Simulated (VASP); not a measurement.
# Cr (P6_3/mmc) in VASP: a series of runs

Cr is run at these levels: LDA; tasks: single point.

Program: VASP 6.6.1. These are calculated values, not measurements. Logs are shortened: lines on timing, memory, paths and dates and some standing lists are left out, and cuts for length are marked.

## Step 1: The cell of the first run

The structure is hexagonal, space group P6_3/mmc (No. 194). The conventional cell has a = 2.465 Å, b = 2.465 Å, c = 4.411 Å, α = 90.00°, β = 90.00°, γ = 120.00°. Cr (site symmetry -6m2) has 12 Cr at 2.46 to 2.62 Å within 3.3 Å.

This isn't the form of Cr at room conditions, which is bcc.

## Step 2: Single point, LDA, collinear spin, ferromagnetic start (11.60 Å³/atom)

Input file INCAR:

```
SYSTEM = Cr
ALGO = Normal
EDIFF = 1E-7
ENCUT = 520
GGA = CA
ISIF = 2
ISMEAR = -1
ISPIN = 2
LASPH = .TRUE.
LCHARG = .FALSE.
LMAXMIX = 4
LORBIT = 11
LREAL = .FALSE.
LWAVE = .FALSE.
MAGMOM = 1.5 1.5
NBANDS = 23
NELM = 150
PREC = Accurate
SIGMA = 0.05
```

Input file KPOINTS:

```
k-points
0
G
  17 17 8
  0 0 0
```

Input file POSCAR:

```
Cr
1.0
    2.4648306619      0.0000000000      0.0000000000
   -1.2324153309      2.1346059692      0.0000000000
    0.0000000000      0.0000000000      4.4105749559
Cr
2
Direct
    0.3333333333      0.6666666667      0.2500000000
    0.6666666667      0.3333333333      0.7500000000
```

Potentials or basis: VASP PAW LDA potentials, release 64 (Cr_pv).

Launch:

```bash
> cat potpaw_LDA.64/Cr_pv/POTCAR > POTCAR
> mpirun -np 1 vasp_std > vasp.out
```

OUTCAR:

```text
SYSTEM = Cr
   EDIFF = 1E-7
   ENCUT = 520
   GGA = CA
   ISIF = 2
   ISMEAR = -1
   ISPIN = 2
   LASPH = .TRUE.
   LORBIT = 11
   LREAL = .FALSE.
   NELM = 150
   PREC = Accurate

 ion  position               nearest neighbor table
   1  0.333  0.667  0.250-   2 2.62   2 2.62   2 2.62   2 2.62   2 2.62   2 2.62
   2  0.667  0.333  0.750-   1 2.62   1 2.62   1 2.62   1 2.62   1 2.62   1 2.62

  LATTYP: Found a hexagonal cell.
 ALAT       =     2.4648306619
 C/A-ratio  =     1.7894028276

  Lattice vectors:

 A1 = (   2.4648306619,   0.0000000000,   0.0000000000)
 A2 = (  -1.2324153309,   2.1346059692,   0.0000000000)
 A3 = (   0.0000000000,   0.0000000000,   4.4105749559)

Analysis of symmetry for initial positions (statically):
=====================================================================
 Subroutine PRICEL returns:
 Original cell was already a primitive cell.

 Routine SETGRP: Setting up the symmetry group for a
 hexagonal supercell.

 Subroutine GETGRP returns: Found 24 space group operations
 (whereof 12 operations were pure point group operations)
 out of a pool of 24 trial point group operations.

The static configuration has the point symmetry D_3d.
 The point group associated with its full space group is D_6h.

Analysis of symmetry for dynamics (positions and initial velocities):
=====================================================================
 Subroutine PRICEL returns:
 Original cell was already a primitive cell.

 Routine SETGRP: Setting up the symmetry group for a
 hexagonal supercell.

 Subroutine GETGRP returns: Found 24 space group operations
 (whereof 12 operations were pure point group operations)
 out of a pool of 24 trial point group operations.

The dynamic configuration has the point symmetry D_3d.
 The point group associated with its full space group is D_6h.

Analysis of structural, dynamic, and magnetic symmetry:
=====================================================================
 Subroutine PRICEL returns:
 Original cell was already a primitive cell.

 Routine SETGRP: Setting up the symmetry group for a
 hexagonal supercell.

 Subroutine GETGRP returns: Found 24 space group operations
 (whereof 12 operations were pure point group operations)
 out of a pool of 24 trial point group operations.

The overall configuration has the point symmetry D_3d.
 The point group associated with its full space group is D_6h.

 Subroutine INISYM returns: Found 24 space group operations
 (whereof 12 operations are pure point group operations),
 and found     1 'primitive' translations

----------------------------------------------------------------------------------------

                                     Primitive cell

  volume of cell :      23.2060

  direct lattice vectors                    reciprocal lattice vectors
     2.464830662  0.000000000  0.000000000     0.405707384  0.234235267  0.000000000
    -1.232415331  2.134605969  0.000000000     0.000000000  0.468470535  0.000000000
     0.000000000  0.000000000  4.410574956     0.000000000  0.000000000  0.226727810

  length of vectors
     2.464830662  2.464830662  4.410574956     0.468470535  0.468470535  0.226727810

  position of ions in fractional coordinates (direct lattice)
     0.333333333  0.666666667  0.250000000
     0.666666667  0.333333333  0.750000000

  ion indices of the primitive-cell ions
   primitive index   ion index
                 1           1
                 2           2

----------------------------------------------------------------------------------------

 KPOINTS: k-points

Automatic generation of k-mesh.
 Grid dimensions read from file:
 generate k-points for:   17   17    8

 Generating k-lattice:

  Cartesian coordinates                     Fractional coordinates (reciprocal lattice)
     0.023865140  0.013778545  0.000000000     0.058823529  0.000000000  0.000000000
     0.000000000  0.027557090  0.000000000     0.000000000  0.058823529  0.000000000
     0.000000000  0.000000000  0.028340976     0.000000000  0.000000000  0.125000000

  Length of vectors
     0.027557090  0.027557090  0.028340976

  Shift w.r.t. Gamma in fractional coordinates (k-lattice)
     0.000000000  0.000000000  0.000000000

 Subroutine IBZKPT returns following result:
 ===========================================

 Found    165 irreducible k-points:

 Following reciprocal coordinates:
            Coordinates               Weight
  0.000000  0.000000  0.000000      1.000000
  0.058824  0.000000  0.000000      6.000000
  0.117647  0.000000  0.000000      6.000000
  0.176471  0.000000  0.000000      6.000000
  0.235294  0.000000  0.000000      6.000000
  0.294118  0.000000  0.000000      6.000000
[... 16 lines left out ...]
  0.411765  0.117647  0.000000     12.000000
  0.176471  0.176471  0.000000      6.000000
 [... further k-points ...]
   k-points           NKPTS =    165   k-points in BZ     NKDIM =    165   number of bands    NBANDS=     23
   number of dos      NEDOS =    301   number of ions     NIONS =      2
   total plane-waves  NPLWV =  11664
   dimension x,y,z NGX =    18 NGY =   18 NGZ =   36
   dimension x,y,z NGXF=    36 NGYF=   36 NGZF=   72
   ions per type =               2
   NGX,Y,Z   is equivalent  to a cutoff of  12.14, 12.14, 13.57 a.u.
   NGXF,Y,Z  is equivalent  to a cutoff of  24.28, 24.28, 27.14 a.u.
 SYSTEM =  Cr
   PREC   = accura    normal or accurate (medium, high low for compatibility)
   ISTART =      0    job   : 0-new  1-cont  2-samecut
   ICHARG =      2    charge: 1-file 2-atom 10-const
   ISPIN  =      2    spin polarized calculation?
   LNONCOLLINEAR =      F non collinear calculations
   LSORBIT =      F    spin-orbit coupling
   LASPH  =      T    aspherical Exc in radial PAW
   ENCUT  =  520.0 eV  38.22 Ry    6.18 a.u.   4.58  4.58  8.20*2*pi/ulx,y,z
   NELM   =    150;   NELMIN=  2; NELMDL= -5     # of ELM steps
   EDIFF  = 0.1E-06   stopping-criterion for ELM
   LREAL  =      F    real-space projection
   EDIFFG = 0.1E-05   stopping-criterion for IOM
   NSW    =      0    number of steps for IOM
   IBRION =     -1    ionic relax: 0-MD 1-quasi-New 2-CG
   NFREE  =      0    steps in history (QN), initial steepest desc. (CG)
   ISIF   =      2    stress and relaxation
   ISYM   =      2    0-nonsym 1-usesym 2-fastsym
   POTIM  = 0.5000    time-step for ionic-motion
   TEBEG  =    0.0;   TEEND  =   0.0 temperature during run
   PSTRESS=    0.0 pullay stress
   NELECT =      24.0000    total number of electrons
   NUPDOWN=      -1.0000    fix difference up-down
   EMIN   =  10.00;   EMAX   =-10.00  energy-range for DOS
   EFERMI =   0.00;   METHOD = LEGACY
   ISMEAR =    -1;   SIGMA  =   0.05  broadening in eV -4-tet -1-fermi 0-gaus
   EFERMI_NEDOS =   21; number of points for ismear=-14 and -15
   IALGO  =     38    algorithm
   IMIX   =      4    mixing-type and parameters
     AMIX     =   0.40;   BMIX     =  1.00
     AMIX_MAG =   1.60;   BMIX_MAG =  1.00
  volume/ion in A,a.u.               =      11.60        78.30
  Fermi-wavevector in a.u.,A,eV,Ry     =   1.655561  3.128557 37.291976  2.740883
  Thomas-Fermi vector in A             =   2.743636
   LORBIT       =     11    0 simple, 1 ext, 2 COOP (PROOUT), +10 PAW based schemes
   GGA     = CA    functional components
   LHFCALC =     F    Hartree Fock is set to
   AEXX    =    0.0000 exact exchange contribution
   IVDW    =     0    specifies the selected vdW correction
   LEPSILON=     F    determine dielectric tensor
   LRPA    =     F    only Hartree local field effects (RPA)
 spin polarized calculation
  energy-cutoff  :      520.00
  volume of cell :       23.21
 maximum number of plane-waves:       647
   NGX =  9   NGY =  9   NGZ = 17

 number of electron      23.9999993 magnetization      -0.0002075

 number of electron      23.9999993 magnetization       0.0002406

 Free energy of the ion-electron system (eV)
  ---------------------------------------------------
  ext. energy  EPLUGINS =         0.00000000
  ---------------------------------------------------
  free energy    TOTEN  =       -20.39943546 eV

  energy without entropy =      -20.37228432  energy(sigma->0) =      -20.38585989

 E-fermi :  10.5407     XC(G=0): -13.9532

 val. band max:       10.5370806651   @ k =   0.2353   0.1765   0.1250
 cond. band min:      10.5449486337   @ k =   0.2941   0.1176   0.1250
 fundamental gap:      0.0078679686
 Fermi energy:        10.5406506361

 spin component 1

 k-point     1 :       0.0000    0.0000    0.0000
  band No.  band energies     occupation
      1     -32.3587      1.00000
      2     -31.6094      1.00000
      3     -31.4426      1.00000
      4     -31.4426      1.00000
      5     -31.3717      1.00000
      6     -31.3717      1.00000
[... 15 lines left out ...]
     22      30.7593      0.00000
     23      30.9660      0.00000
[... 575 lines left out ...]
      1     -32.1195      1.00000
      2     -31.9978      1.00000
      3     -31.9932      1.00000
      4     -31.6522      1.00000
      5     -31.6429      1.00000
      6     -31.5665      1.00000
[... 15 lines left out ...]
     22      25.4256      0.00000
     23      26.0067      0.00000

 [... further k-points ...]

 spin component 2

 k-point     1 :       0.0000    0.0000    0.0000
  band No.  band energies     occupation
      1     -32.3586      1.00000
      2     -31.6093      1.00000
      3     -31.4425      1.00000
      4     -31.4425      1.00000
      5     -31.3716      1.00000
      6     -31.3716      1.00000
[... 15 lines left out ...]
     22      30.7593      0.00000
     23      30.9660      0.00000
[... 575 lines left out ...]
      1     -32.1194      1.00000
      2     -31.9977      1.00000
      3     -31.9931      1.00000
      4     -31.6521      1.00000
      5     -31.6428      1.00000
      6     -31.5664      1.00000
[... 15 lines left out ...]
     22      25.4256      0.00000
     23      26.0068      0.00000

 [... further k-points ...]

------------------------ aborting loop because EDIFF is reached ----------------------------------------

  FORCE on cell =-STRESS in cart. coord.  units (eV):
  Direction    XX          YY          ZZ          XY          YZ          ZX
  --------------------------------------------------------------------------------------
  -------------------------------------------------------------------------------------
  Total       -1.4902797     -1.4902797     -1.3087723     -0.0000000     -0.0000000      0.0000000
  in kB     -102.8912272   -102.8912272    -90.3596746     -0.0000000     -0.0000000      0.0000000
  external PRESSURE =     -98.7140430 kB  Pullay stress =       0.0000000 kB

 VOLUME and BASIS-vectors are now :
 -----------------------------------------------------------------------------
  energy-cutoff  :      520.00
  volume of cell :       23.21
      direct lattice vectors                 reciprocal lattice vectors
     2.464830662  0.000000000  0.000000000     0.405707384  0.234235267  0.000000000
    -1.232415331  2.134605969  0.000000000     0.000000000  0.468470535  0.000000000
     0.000000000  0.000000000  4.410574956     0.000000000  0.000000000  0.226727810

 POSITION                                       TOTAL-FORCE (eV/Angst)
 -----------------------------------------------------------------------------------
     -0.00000      1.42307      1.10264        -0.000000      0.000000      0.000000
      1.23242      0.71154      3.30793         0.000000     -0.000000      0.000000
 -----------------------------------------------------------------------------------
    total drift:                               -0.000000      0.000000     -0.000000

  FREE ENERGIE OF THE ION-ELECTRON SYSTEM (eV)
  ---------------------------------------------------
  free  energy   TOTEN  =       -20.3994354647 eV

  energy  without entropy=      -20.3722843189  energy(sigma->0) =      -20.38585989

 total charge

# of ion       s       p       d       tot
------------------------------------------
    1        0.437   6.380   4.263  11.081
    2        0.437   6.380   4.263  11.081
--------------------------------------------------
tot          0.875  12.761   8.527  22.162

 magnetization (x)

# of ion       s       p       d       tot
------------------------------------------
    1        0.000   0.000   0.000   0.000
    2        0.000   0.000   0.000   0.000
--------------------------------------------------
tot          0.000   0.000   0.000   0.000
```

Run time: 62 s. Hardware: 1 thread of Intel Xeon 6975P-C (Granite Rapids), shared host; peak memory 0.21 GiB.

Results:

| Property | Result |
| --- | --- |
| Free energy | -20.3994 eV |
| Pressure | -9.9 GPa |
| Band gap on the k mesh | zero (filled and empty bands overlap) |
| Net moment | 0.00 μB per cell |
| Valence electrons inside the program's atomic spheres | Cr 11.08 |

Stress tensor (GPa, compression positive):
```
-10.29   0.00   0.00
  0.00 -10.29   0.00
  0.00   0.00  -9.04
```

Levels at points of the mesh, in eV from the Fermi level:
Spin up:
| k point | band 10 | band 11 | band 12 | band 13 | band 14 | band 15 |
| --- | --- | --- | --- | --- | --- | --- |
| (0.00, 0.00, 0.00) | -0.37 | -0.37 | -0.10 | -0.03 | -0.03 | 1.07 |
| (0.00, 0.00, 0.50) | -1.63 | -0.35 | -0.35 | -0.35 | -0.35 | 1.83 |
Spin down:
| k point | band 8 | band 9 | band 10 | band 11 | band 12 | band 13 | band 14 | band 15 | band 16 | band 17 |
| --- | --- | --- | --- | --- | --- | --- | --- | --- | --- | --- |
| (0.00, 0.00, 0.00) | -4.12 | -1.24 | -0.37 | -0.37 | -0.10 | -0.03 | -0.03 | 1.07 | 1.07 | 2.24 |
| (0.00, 0.00, 0.50) | -5.60 | -1.63 | -1.63 | -0.35 | -0.35 | -0.35 | -0.35 | 1.83 | 1.83 | 1.83 |

Caveat: the cell stands under tension; an empty level that is flat over the whole mesh can mark a ghost state of the potentials, or a narrow d or f band; the moments typed at the start vanished in this run.

## Step 3: Single point, LDA, collinear spin, ferromagnetic start (12.05 Å³/atom)

This run uses another cell than the first one, of 12.05 Å³/atom.

Input file INCAR:

```
SYSTEM = Cr
PREC = Accurate ; ENCUT = 520
EDIFF = 1E-7 ; ISMEAR = -1
SIGMA = 0.05 ; LREAL = .FALSE.
LASPH = .TRUE. ; NELM = 150
ALGO = Normal ; ISIF = 2
LWAVE = .FALSE. ; LCHARG = .FALSE.
ISPIN = 2 ; MAGMOM = 1.5 1.5
LORBIT = 11 ; LMAXMIX = 4
NBANDS = 23
```

Input file KPOINTS:

```
regular mesh
0
G
  17 17 8
  0 0 0
```

Input file POSCAR:

```
Cr
1.0
    2.4960343626      0.0000000000      0.0000000000
   -1.2480171813      2.1616291667      0.0000000000
    0.0000000000      0.0000000000      4.4664109461
Cr
2
Direct
    0.3333333333      0.6666666667      0.2500000000
    0.6666666667      0.3333333333      0.7500000000
```

Potentials or basis: VASP PAW LDA potentials, release 64 (Cr_pv).

Launch:

```bash
> cat potpaw_LDA.64/Cr_pv/POTCAR > POTCAR
> mpirun -np 1 vasp_std > vasp.out
```

Run time: 66 s. Hardware: 1 thread of Intel Xeon 6975P-C (Granite Rapids), shared host; peak memory 0.22 GiB.

It converged, with:

* Free energy: -20.3215 eV
* Pressure: -18.0 GPa
* Band gap on the k mesh: zero (filled and empty bands overlap)
* Net moment: 0.00 μB per cell
* Valence electrons inside the program's atomic spheres: Cr 11.00

Stress tensor (GPa, compression positive):
```
-18.75   0.00   0.00
  0.00 -18.75   0.00
  0.00   0.00 -16.55
```

Levels at points of the mesh, in eV from the Fermi level:
Spin up:
```
           k point  band 8  band 9  band 10  band 11  band 12  band 13  band 14  band 15  band 16  band 17
(0.00, 0.00, 0.00)   -3.98   -1.17    -0.34    -0.34    -0.14    -0.02    -0.02     1.02     1.02     2.12
(0.00, 0.00, 0.50)   -5.52   -1.55    -1.55    -0.32    -0.32    -0.32    -0.32     1.74     1.74     1.74
```
Spin down:
| k point | band 10 | band 11 | band 12 | band 13 | band 14 | band 15 |
| --- | --- | --- | --- | --- | --- | --- |
| (0.00, 0.00, 0.00) | -0.34 | -0.34 | -0.14 | -0.02 | -0.02 | 1.02 |
| (0.00, 0.00, 0.50) | -1.55 | -0.32 | -0.32 | -0.32 | -0.32 | 1.74 |

Caveat: the cell stands under tension; an empty level that is flat over the whole mesh can mark a ghost state of the potentials, or a narrow d or f band; the moments typed at the start vanished in this run.
